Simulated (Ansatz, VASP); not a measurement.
# Sb in VASP and in Ansatz

```
Sb
1.0
     2.15649    1.24505    3.74995
    -2.15649    1.24505    3.74995
     0.00000   -2.49010    3.74995
Sb
2
Direct
  0.23362 0.23362 0.23362
  0.76638 0.76638 0.76638
```

Alike in both runs: task single point; functional r2SCAN; k mesh 6 × 6 × 6; occupations gaussian, width 0.05 eV; non-collinear spin, spin-orbit coupling.

|  | VASP | Ansatz |
| --- | --- | --- |
| version | VASP 6.6.1 | Ansatz 0.2.0 |
| potentials or method | VASP PAW PBE potentials, release 64 (Sb_d_GW), cutoff 550 eV | plane waves, PAW |
| valence electrons in the cell | 30 | 30 |

```tsv
	VASP	Ansatz	Ansatz less VASP
pressure (GPa)	1.7	1.7	-0.01
rms of the force components (eV/Å)	0.055	0.064	+0.0091
```

VASP's potentials were made for PBE, not for r2SCAN. Atom by atom the forces differ by 0.009 eV/Å (rms over components).
